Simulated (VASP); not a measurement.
Write the native input for VASP 6.6.1 that does the following.

```yaml
Task: single point
Functional: PBE
Potentials_or_basis: VASP PAW PBE potentials, release 64 (In_d, P)
Cutoff: 520 eV
k_mesh: 13 × 13 × 13
Occupations: fermi-dirac, width 0.05 eV
Spin: no spin polarisation
Dipole_correction: no
Further_INCAR_settings: ALGO = Normal; EDIFF = 1e-07; NBANDS = 16
```

The structure of InP (rocksalt type) lies in POSCAR:

```
InP
1.0
    0.0000000000      2.7696307375      2.7696307375
    2.7696307375      0.0000000000      2.7696307375
    2.7696307375      2.7696307375      0.0000000000
In P
1 1
Direct
    0.0000000000      0.0000000000      0.0000000000
    0.5000000000      0.5000000000      0.5000000000
```

The input as run:

INCAR

```
PREC = Accurate
ENCUT = 520
EDIFF = 1E-7
ISMEAR = -1
SIGMA = 0.05
LREAL = False
LASPH = True
NELM = 100
ALGO = Normal
ISIF = 2
LWAVE = False
LCHARG = False
GGA = PE
NBANDS = 16
```

KPOINTS

```
Automatic mesh
0
Gamma
  13 13 13
```

Potentials or basis: VASP PAW PBE potentials, release 64 (In_d, P).

Command:

```sh
$ cat potpaw_PBE.64/In_d/POTCAR potpaw_PBE.64/P/POTCAR > POTCAR
$ mpirun -np 1 vasp_std > vasp.out
```

Results of the run:

The pressure is 0.0 GPa and the band gap on the k mesh is zero (bands 9 and 10 overlap by 2.60 eV).

Caveat: spin-orbit coupling is left out, which moves the levels of the heavy elements.

Run time: 80 s on 1 thread of Intel Xeon 8259CL, with other jobs on the host, peak memory 0.21 GiB.
